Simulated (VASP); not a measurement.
# LuBe4 (Im-3m) in VASP: further runs

The runs below take LuBe4 through single point, relaxation of cell and atoms, with PBE.

Program: VASP 6.6.1. These are calculated values, not measurements. Logs are shortened: lines on timing, memory, paths and dates and some standing lists are left out, and cuts for length are marked.

### Step 1. The cell of the first run

It takes space group Im-3m (No. 229, cubic). The conventional cell has a = 5.999 Å, b = 5.999 Å, c = 5.999 Å, α = 90.00°, β = 90.00°, γ = 90.00°. Lu (site symmetry m-3m) has 8 Be at 2.60 Å within 3.4 Å. Be (site symmetry -3m) has 2 Lu at 2.60 Å and 6 Be at 3.00 Å within 3.4 Å.

### Step 2. Single point, PBE

File INCAR:

```
SYSTEM = LuBe4
PREC = Accurate
ENCUT = 520
EDIFF = 1E-7
ISMEAR = 0
SIGMA = 0.1
LREAL = .False.
LASPH = .True.
NELM = 100
ALGO = Normal
ISIF = 2
LWAVE = .False.
LCHARG = .True.
GGA = PE
LELF = .True.
LVHAR = .True.
NBANDS = 24
```

File KPOINTS:

```
Automatic mesh
0
Gamma
  6 6 6
  0 0 0
```

File POSCAR:

```
LuBe4
1.0
   -2.9994048692      2.9994048692      2.9994048692
    2.9994048692     -2.9994048692      2.9994048692
    2.9994048692      2.9994048692     -2.9994048692
Lu Be
1 4
Direct
    0.0000000000      0.0000000000      0.0000000000
    0.0000000000      0.0000000000      0.5000000000
    0.5000000000      0.0000000000      0.0000000000
    0.5000000000      0.5000000000      0.5000000000
    0.0000000000      0.5000000000      0.0000000000
```

Potentials or basis: VASP PAW PBE potentials, release 64 (Lu, Be).

Run with:

```
cat potpaw_PBE.64/Lu/POTCAR potpaw_PBE.64/Be/POTCAR > POTCAR
mpirun -np 1 vasp_std > vasp.out
```

OUTCAR:

```text
SYSTEM = LuBe4
   PREC = Accurate
   ENCUT = 520
   EDIFF = 1E-7
   ISMEAR = 0
   LREAL = .False.
   LASPH = .True.
   NELM = 100
   ISIF = 2
   GGA = PE

 ion  position               nearest neighbor table
   1  0.000  0.000  0.000-   2 2.60   3 2.60   4 2.60   5 2.60   2 2.60   5 2.60   3 2.60   4 2.60

   2  0.000  0.000  0.500-   1 2.60   1 2.60
   3  0.500  0.000  0.000-   1 2.60   1 2.60
   4  0.500  0.500  0.500-   1 2.60   1 2.60
   5  0.000  0.500  0.000-   1 2.60   1 2.60

  LATTYP: Found a body centered cubic cell.
 ALAT       =     5.9988097384

  Lattice vectors:

 A1 = (  -2.9994048692,   2.9994048692,   2.9994048692)
 A2 = (   2.9994048692,  -2.9994048692,   2.9994048692)
 A3 = (   2.9994048692,   2.9994048692,  -2.9994048692)

Analysis of symmetry for initial positions (statically):
=====================================================================
 Subroutine PRICEL returns:
 Original cell was already a primitive cell.

 Routine SETGRP: Setting up the symmetry group for a
 body centered cubic supercell.

 Subroutine GETGRP returns: Found 48 space group operations
 (whereof 48 operations were pure point group operations)
 out of a pool of 48 trial point group operations.

The static configuration has the point symmetry O_h .

Analysis of symmetry for dynamics (positions and initial velocities):
=====================================================================
 Subroutine PRICEL returns:
 Original cell was already a primitive cell.

 Routine SETGRP: Setting up the symmetry group for a
 body centered cubic supercell.

 Subroutine GETGRP returns: Found 48 space group operations
 (whereof 48 operations were pure point group operations)
 out of a pool of 48 trial point group operations.

The dynamic configuration has the point symmetry O_h .

 Subroutine INISYM returns: Found 48 space group operations
 (whereof 48 operations are pure point group operations),
 and found     1 'primitive' translations

----------------------------------------------------------------------------------------

                                     Primitive cell

  volume of cell :     107.9357

  direct lattice vectors                    reciprocal lattice vectors
    -2.999404869  2.999404869  2.999404869     0.000000000  0.166699736  0.166699736
     2.999404869 -2.999404869  2.999404869     0.166699736  0.000000000  0.166699736
     2.999404869  2.999404869 -2.999404869     0.166699736  0.166699736  0.000000000

  length of vectors
     5.195121626  5.195121626  5.195121626     0.235749028  0.235749028  0.235749028

  position of ions in fractional coordinates (direct lattice)
     0.000000000  0.000000000  0.000000000
     0.000000000  0.000000000  0.500000000
     0.500000000  0.000000000  0.000000000
     0.500000000  0.500000000  0.500000000
     0.000000000  0.500000000  0.000000000

  ion indices of the primitive-cell ions
   primitive index   ion index
                 1           1
                 2           2
                 3           3
                 4           4
                 5           5

----------------------------------------------------------------------------------------

 KPOINTS: Automatic mesh

Automatic generation of k-mesh.
 Grid dimensions read from file:
 generate k-points for:    6    6    6

 Generating k-lattice:

  Cartesian coordinates                     Fractional coordinates (reciprocal lattice)
     0.000000000  0.027783289  0.027783289     0.166666667  0.000000000  0.000000000
     0.027783289  0.000000000  0.027783289     0.000000000  0.166666667  0.000000000
     0.027783289  0.027783289  0.000000000     0.000000000  0.000000000  0.166666667

  Length of vectors
     0.039291505  0.039291505  0.039291505

  Shift w.r.t. Gamma in fractional coordinates (k-lattice)
     0.000000000  0.000000000  0.000000000

 Subroutine IBZKPT returns following result:
 ===========================================

 Found     16 irreducible k-points:

 Following reciprocal coordinates:
            Coordinates               Weight
  0.000000  0.000000  0.000000      1.000000
  0.166667  0.000000  0.000000     12.000000
  0.333333  0.000000  0.000000     12.000000
  0.500000  0.000000  0.000000      6.000000
  0.166667  0.166667  0.000000     24.000000
  0.333333  0.166667  0.000000     48.000000
[... 8 lines left out ...]
  0.500000  0.500000  0.333333     12.000000
  0.500000  0.500000  0.500000      1.000000
   k-points           NKPTS =     16   k-points in BZ     NKDIM =     16   number of bands    NBANDS=     24
   number of dos      NEDOS =    301   number of ions     NIONS =      5
   total plane-waves  NPLWV =  64000
   dimension x,y,z NGX =    40 NGY =   40 NGZ =   40
   dimension x,y,z NGXF=    80 NGYF=   80 NGZF=   80
   ions per type =               1   4
   NGX,Y,Z   is equivalent  to a cutoff of  12.80, 12.80, 12.80 a.u.
   NGXF,Y,Z  is equivalent  to a cutoff of  25.60, 25.60, 25.60 a.u.
 SYSTEM =  LuBe4
   PREC   = accura    normal or accurate (medium, high low for compatibility)
   ISTART =      0    job   : 0-new  1-cont  2-samecut
   ICHARG =      2    charge: 1-file 2-atom 10-const
   ISPIN  =      1    spin polarized calculation?
   LNONCOLLINEAR =      F non collinear calculations
   LSORBIT =      F    spin-orbit coupling
   LASPH  =      T    aspherical Exc in radial PAW
   ENCUT  =  520.0 eV  38.22 Ry    6.18 a.u.   9.66  9.66  9.66*2*pi/ulx,y,z
   NELM   =    100;   NELMIN=  2; NELMDL= -5     # of ELM steps
   EDIFF  = 0.1E-06   stopping-criterion for ELM
   LREAL  =      F    real-space projection
   EDIFFG = 0.1E-05   stopping-criterion for IOM
   NSW    =      0    number of steps for IOM
   IBRION =     -1    ionic relax: 0-MD 1-quasi-New 2-CG
   NFREE  =      0    steps in history (QN), initial steepest desc. (CG)
   ISIF   =      2    stress and relaxation
   ISYM   =      2    0-nonsym 1-usesym 2-fastsym
   POTIM  = 0.5000    time-step for ionic-motion
   TEBEG  =    0.0;   TEEND  =   0.0 temperature during run
   PSTRESS=    0.0 pullay stress
   NELECT =      33.0000    total number of electrons
   NUPDOWN=      -1.0000    fix difference up-down
   EMIN   =  10.00;   EMAX   =-10.00  energy-range for DOS
   EFERMI =   0.00;   METHOD = LEGACY
   ISMEAR =     0;   SIGMA  =   0.10  broadening in eV -4-tet -1-fermi 0-gaus
   EFERMI_NEDOS =   21; number of points for ismear=-14 and -15
   IALGO  =     38    algorithm
   IMIX   =      4    mixing-type and parameters
     AMIX     =   0.40;   BMIX     =  1.00
     AMIX_MAG =   1.60;   BMIX_MAG =  1.00
  volume/ion in A,a.u.               =      21.59       145.68
  Fermi-wavevector in a.u.,A,eV,Ry     =   1.102870  2.084122 16.549074  1.216323
  Thomas-Fermi vector in A             =   2.239320
   LORBIT       =      0    0 simple, 1 ext, 2 COOP (PROOUT), +10 PAW based schemes
   GGA     = PE    functional components
   LHFCALC =     F    Hartree Fock is set to
   AEXX    =    0.0000 exact exchange contribution
   IVDW    =     0    specifies the selected vdW correction
   LEPSILON=     F    determine dielectric tensor
   LRPA    =     F    only Hartree local field effects (RPA)
 non-spin polarized calculation
 Gauss-broadening in eV      SIGMA  =   0.10
  energy-cutoff  :      520.00
  volume of cell :      107.94
 maximum number of plane-waves:      2920
 NGX is ok and might be reduce to    40
   NGX = 19   NGY = 19   NGZ = 19

 number of electron      32.9999995 magnetization

 Free energy of the ion-electron system (eV)
  ---------------------------------------------------
  ext. energy  EPLUGINS =         0.00000000
  ---------------------------------------------------
  free energy    TOTEN  =       -10.63427632 eV

  energy without entropy =      -10.61516322  energy(sigma->0) =      -10.62471977

 E-fermi :   0.9069     XC(G=0):  -8.4213

 val. band max:        0.8887962851   @ k =  -0.3333   0.5000   0.1667
 cond. band min:       0.9344561505   @ k =  -0.3333   0.3333   0.3333
 fundamental gap:      0.0456598655
 Fermi energy:         0.9068827693

 k-point     1 :       0.0000    0.0000    0.0000
  band No.  band energies     occupation
      1     -54.6500      2.00000
      2     -25.3998      2.00000
      3     -25.3998      2.00000
      4     -25.3998      2.00000
      5      -5.2136      2.00000
      6      -3.6135      2.00000
[... 16 lines left out ...]
     23       3.0519      0.00000
     24       6.5149      0.00000

 k-point     2 :       0.1667    0.0000    0.0000
  band No.  band energies     occupation
      1     -54.6500      2.00000
      2     -25.3998      2.00000
      3     -25.3996      2.00000
      4     -25.3996      2.00000
      5      -4.9940      2.00000
      6      -3.6136      2.00000
[... 16 lines left out ...]
     23       3.9958      0.00000
     24       6.5248      0.00000

 k-point     3 :       0.3333    0.0000    0.0000
  band No.  band energies     occupation
      1     -54.6500      2.00000
      2     -25.3996      2.00000
      3     -25.3991      2.00000
      4     -25.3991      2.00000
      5      -4.3668      2.00000
      6      -3.6137      2.00000
[... 16 lines left out ...]
     23       4.8910      0.00000
     24       6.2401      0.00000
[... 298 lines left out ...]
 k-point    15 :       0.5000    0.5000    0.3333
  band No.  band energies     occupation
      1     -54.6501      2.00000
      2     -25.3983      2.00000
      3     -25.3982      2.00000
      4     -25.3982      2.00000
      5      -3.6127      2.00000
      6      -3.6029      2.00000
[... 16 lines left out ...]
     23       6.4177      0.00000
     24       6.4191      0.00000

 k-point    16 :       0.5000    0.5000    0.5000
  band No.  band energies     occupation
      1     -54.6501      2.00000
      2     -25.3979      2.00000
      3     -25.3979      2.00000
      4     -25.3979      2.00000
      5      -3.6123      2.00000
      6      -3.6022      2.00000
[... 16 lines left out ...]
     23       6.7325      0.00000
     24       6.7544      0.00000

------------------------ aborting loop because EDIFF is reached ----------------------------------------

  FORCE on cell =-STRESS in cart. coord.  units (eV):
  Direction    XX          YY          ZZ          XY          YZ          ZX
  --------------------------------------------------------------------------------------
  -------------------------------------------------------------------------------------
  Total        0.1664969      0.1664969      0.1664969     -0.0000000     -0.0000000     -0.0000000
  in kB        2.4714479      2.4714479      2.4714479     -0.0000000     -0.0000000     -0.0000000
  external PRESSURE =       2.4714479 kB  Pullay stress =       0.0000000 kB

 VOLUME and BASIS-vectors are now :
 -----------------------------------------------------------------------------
  energy-cutoff  :      520.00
  volume of cell :      107.94
      direct lattice vectors                 reciprocal lattice vectors
    -2.999404869  2.999404869  2.999404869     0.000000000  0.166699736  0.166699736
     2.999404869 -2.999404869  2.999404869     0.166699736  0.000000000  0.166699736
     2.999404869  2.999404869 -2.999404869     0.166699736  0.166699736  0.000000000

 POSITION                                       TOTAL-FORCE (eV/Angst)
 -----------------------------------------------------------------------------------
      0.00000      0.00000      0.00000        -0.000000      0.000000     -0.000000
      1.49970      1.49970     -1.49970        -0.000000      0.000000      0.000000
     -1.49970      1.49970      1.49970         0.000000     -0.000000     -0.000000
      1.49970      1.49970      1.49970         0.000000     -0.000000     -0.000000
      1.49970     -1.49970      1.49970        -0.000000     -0.000000      0.000000
 -----------------------------------------------------------------------------------
    total drift:                                0.000000      0.000000      0.000000

  FREE ENERGIE OF THE ION-ELECTRON SYSTEM (eV)
  ---------------------------------------------------
  free  energy   TOTEN  =       -10.6342763215 eV

  energy  without entropy=      -10.6151632221  energy(sigma->0) =      -10.62471977
```

Run time: 51 s. Hardware: 1 thread of Intel Xeon Platinum 8259CL at 2.50GHz (Skylake/Cascade Lake), shared host; peak memory 0.26 GiB.

Results:

* Free energy: -10.6343 eV
* Pressure: 0.2 GPa

Caveat: spin-orbit coupling is left out, which moves the levels of the heavy elements.

(Part 1 of 2 ends here.)
